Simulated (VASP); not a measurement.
CuSb5, 12 atoms in the cell. The typed cell holds 12 atoms: a = 6.322 Å, b = 7.945 Å, c = 7.314 Å, α = 90.13°, β = 90.70°, γ = 111.67°. 

```yaml
Program: VASP 6.6.1
Task: single point
Functional: PBE
Potentials_or_basis: VASP PAW PBE potentials, release 64 (Cu, Sb)
Cutoff: 520 eV
k_mesh: 4 × 3 × 3
Occupations: gaussian, width 0.1 eV
Spin: no spin polarisation
Dipole_correction: no
Further_INCAR_settings: ALGO = Normal; EDIFF = 1e-06; NBANDS = 48; ISYM = 0
```

Potentials or basis: VASP PAW PBE potentials, release 64 (Cu, Sb).

Run with:

```sh
$ cat potpaw_PBE.64/Cu/POTCAR potpaw_PBE.64/Sb/POTCAR > POTCAR
$ mpirun -np 1 vasp_std > vasp.out
```

Hardware: 1 thread of AMD EPYC 9R45 96-Core Processor (Zen 5), on a shared host.

**Question.** How long does it take, and how much memory?

**Answer.** Wall time 5.5 min on 1 thread of AMD EPYC 9R45 96-Core Processor (Zen 5) (shared host), peak memory 0.5 GiB. Counts: scf iterations 17, k points 19.
